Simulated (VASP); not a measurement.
Crystal: CaSiH6.

```
CELL_PARAMETERS angstrom
3.60099 0.00000 0.00000
0.00000 3.60099 0.00000
0.00000 0.00000 8.01737
ATOMIC_POSITIONS crystal
Ca 0.50000 0.50000 0.50000
H 0.50000 0.50000 0.00000
H 0.00000 0.00000 0.50000
H 0.00000 0.50000 0.25110
H 0.50000 0.00000 0.74890
H 0.50000 0.00000 0.25110
H 0.00000 0.50000 0.74890
Si 0.00000 0.00000 0.00000
```

| Property | Result |
| --- | --- |
| Program | VASP 6.6.1 |
| Task | relaxation of cell and atoms |
| Functional | PBEsol |
| Potentials or basis | VASP PAW PBE potentials, release 64 (Ca_sv, H, Si) |
| Cutoff | 600 eV |
| k mesh | 6 × 6 × 4 |
| Occupations | fermi-dirac, width 0.03 eV |
| Spin | no spin polarisation |

At the start: pressure -13.6 GPa; volume 13.00 Å³/atom.

Task: How do energy, volume and symmetry change on relaxing?

Result: Over 26 steps the energy falls by 625.4 meV/atom and the volume is 6.98 Å³/atom (-46.3 %); space group P4/mmm (No. 123, to 0.1 Å) before and after.

Step by step:
| step | energy change (eV) | largest force (eV/Å) | pressure (GPa) | volume (Å³) |
| --- | --- | --- | --- | --- |
| 1 | 0.0000 | 0.2492 | -13.62 | 103.96 |
| 2 | -1.3453 | 0.3893 | -12.91 | 88.21 |
| 3 | -2.7480 | 1.0533 | 12.87 | 50.60 |
| 4 | -2.9702 | 0.8016 | -2.33 | 61.60 |
| 5 | -3.0006 | 0.8563 | 0.45 | 58.75 |
| 6 | -3.2101 | 0.7543 | 0.94 | 57.81 |
| 7 | -3.8455 | 0.6378 | 3.27 | 55.01 |
| 8 | -3.8163 | 1.5415 | 21.79 | 49.49 |
| 9 | -4.1862 | 0.3916 | 6.52 | 53.12 |
| 10 | -4.3088 | 0.3417 | 12.47 | 51.30 |
| 11 | -4.3201 | 0.0698 | 10.34 | 51.85 |
| 12 | -4.4248 | 0.2545 | 10.46 | 52.04 |
| 13 | -4.5195 | 0.9176 | 11.22 | 52.57 |
| 14 | -4.5339 | 0.7109 | 10.96 | 52.43 |
| 15 | -4.6547 | 0.6208 | 8.63 | 53.37 |
| 16 | -4.8861 | 0.3962 | 2.27 | 56.24 |
| 17 | -4.8508 | 0.0804 | -6.64 | 62.16 |
| 18 | -4.9400 | 0.2311 | -2.62 | 59.01 |
| 19 | -4.9410 | 0.2504 | -2.07 | 58.66 |
| 20 | -4.9540 | 0.2234 | -1.83 | 58.31 |
| 21 | -4.9835 | 0.1366 | -1.01 | 57.25 |
| 22 | -4.9999 | 0.0443 | 1.00 | 55.16 |
| 23 | -5.0013 | 0.0059 | 0.45 | 55.66 |
| 24 | -5.0013 | 0.0009 | 0.53 | 55.59 |
| 25 | -5.0031 | 0.0030 | 0.14 | 55.75 |
| 26 | -5.0033 | 0.0038 | -0.03 | 55.83 |

Final structure:
```xyz
8
Lattice="3.2394 0.0000 0.0000 0.0000 3.2394 0.0000 0.0000 0.0000 5.3203" Properties=species:S:1:pos:R:3 pbc="T T T"
Ca    1.6197    1.6197    2.6601
H     1.6197    1.6197    0.0000
H     0.0000    0.0000    2.6601
H     0.0000    1.6197    0.9817
H     1.6197    0.0000    4.3386
H     1.6197    0.0000    0.9817
H     0.0000    1.6197    4.3386
Si    0.0000    0.0000    0.0000
```

Caveat: the volume moved by over 15 % at a fixed basis, so the end points are rough; the PAW data sets were made with another functional, which shifts forces and pressure a little.
